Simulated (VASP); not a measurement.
# Ca: single point with r2SCAN

The system is Ca.

```
Ca
1.0
     1.97128   -3.39549    0.00000
     1.97128    3.39549    0.00000
     0.00000    0.00000    6.50911
Ca
2
Direct
  0.16441 0.83559 0.75000
  0.83559 0.16441 0.25000
```

```json
{
  "Program": "VASP 6.6.1",
  "Task": "single point",
  "Functional": "r2SCAN",
  "Potentials or basis": "VASP PAW PBE potentials, release 64 (Ca_sv)",
  "Cutoff": "520 eV",
  "k mesh": "7 × 7 × 4",
  "Occupations": "methfessel-paxton, width 0.1 eV",
  "Spin": "no spin polarisation"
}
```

```json
{
  "Pressure": "0.1 GPa",
  "Largest force": "0.015 eV/Å",
  "Band gap on the k mesh": "zero (bands 10 and 11 overlap by 0.64 eV)"
}
```

Forces on the atoms (eV/Å):
```
Ca   0.000 -0.015  0.000
Ca   0.000  0.015  0.000
```

Stress tensor (GPa, compression positive):
```
-0.08  0.00  0.00
 0.00  0.04  0.00
 0.00  0.00  0.28
```

Levels at points of the mesh, in eV from the Fermi level:
```
           k point  band 6  band 7  band 8  band 9  band 10  band 11  band 12  band 13  band 14  band 15
(0.00, 0.00, 0.00)  -23.99  -23.99  -23.98   -4.34    -1.10    -0.48     2.47     2.52     2.55     2.82
(0.00, 0.00, 0.50)  -24.00  -24.00  -24.00   -3.31    -3.31     1.48     1.48     2.51     2.51     2.56
```

Run time: 98 s on 1 thread of Intel(R) Xeon(R) 6975P-C (Granite Rapids) (shared host), peak memory 0.24 GiB.

Caveat: the PAW data sets were made with another functional, which shifts forces and pressure a little.
